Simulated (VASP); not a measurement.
Input of a VASP 6.6.1 run:

Contents of POSCAR:

```
Ir
1.0
    0.0000000000      1.9484955000      1.9197000000
    1.9197000000      0.0000000000      1.9197000000
    1.9197000000      1.9484955000      0.0000000000
Ir
1
Direct
    0.0000000000      0.0000000000      0.0000000000
```

File INCAR.step1:

```
SYSTEM = Ir
  PREC = Accurate
  ENCUT = 520
  ISMEAR = 0
  SIGMA = 0.15
  LREAL = .FALSE.
  LASPH = .TRUE.
  NELM = 100
  NBANDS = 10
  GGA = PE
  ALGO = Normal
  EDIFF = 1E-4
  LWAVE = .TRUE.
  LCHARG = .FALSE.
```

The input INCAR.step2:

```
SYSTEM = Ir
  PREC = Accurate
  ENCUT = 520
  EDIFF = 1E-6
  ISMEAR = 0
  SIGMA = 0.15
  LREAL = .FALSE.
  LASPH = .TRUE.
  NELM = 100
  ALGO = Normal
  ISIF = 2
  LWAVE = .FALSE.
  LCHARG = .TRUE.
  METAGGA = R2SCAN
  LMIXTAU = .TRUE.
  LELF = .TRUE.
  LVHAR = .TRUE.
  NBANDS = 10
  ISTART = 1
```

KPOINTS

```
regular mesh
0
G
  22 22 22
  0 0 0
```

Potentials or basis: VASP PAW PBE potentials, release 64 (Ir).

Run with:

```bash
$ cat potpaw_PBE.64/Ir/POTCAR > POTCAR
$ cp INCAR.step1 INCAR
$ mpirun -np 1 vasp_std > vasp.out
$ cp INCAR.step2 INCAR
$ mpirun -np 1 vasp_std > vasp.out
```

Task: Predict the band gap on the k mesh.

Result: Zero (an odd number of electrons rules out a gap without spin polarisation).

Task: Estimate the pressure.

Result: -1.5 GPa.

Stress tensor (GPa, compression positive):
```
 0.27  0.00  0.00
 0.00 -5.17  0.00
 0.00  0.00  0.27
```

Caveat: the cell differs from its parent crystal (strain +0.0150 x Voigt [0, 1, 0, 0, 0, 0]); the PAW data sets were made with another functional, which shifts forces and pressure a little; spin-orbit coupling is left out, which moves the levels of the heavy elements.
